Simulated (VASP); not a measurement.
MoS2, 6 atoms in the cell. The cell holds a slab with vacuum, 6 atoms: a = 3.247 Å, b = 3.247 Å, c = 22.096 Å, α = 90.00°, β = 90.00°, γ = 120.00°. 

| Quantity | Value |
| --- | --- |
| Program | VASP 6.6.1 |
| Task | single point |
| Functional | PBE |
| Potentials or basis | VASP PAW PBE potentials, release 64 (Mo_sv, S) |
| Cutoff | 520 eV |
| k mesh | 10 × 10 × 2 |
| Occupations | fermi-dirac, width 0.05 eV |
| Spin | no spin polarisation |
| Dipole correction | no |
| Further INCAR settings | ALGO = Normal; EDIFF = 1e-06; NBANDS = 35 |

Potentials or basis: VASP PAW PBE potentials, release 64 (Mo_sv, S).

Command:

```console
$ cat potpaw_PBE.64/Mo_sv/POTCAR potpaw_PBE.64/S/POTCAR > POTCAR
$ mpirun -np 1 vasp_std > vasp.out
```

Hardware: 1 thread of Intel(R) Xeon(R) 6975P-C (Granite Rapids), with other jobs on the host.

Q: Estimate the wall time of this run.

A: Run time: 2.5 min on 1 thread of Intel(R) Xeon(R) 6975P-C (Granite Rapids), with other jobs on the host, peak memory 0.38 GiB. Counts: scf iterations 22, k points 28.
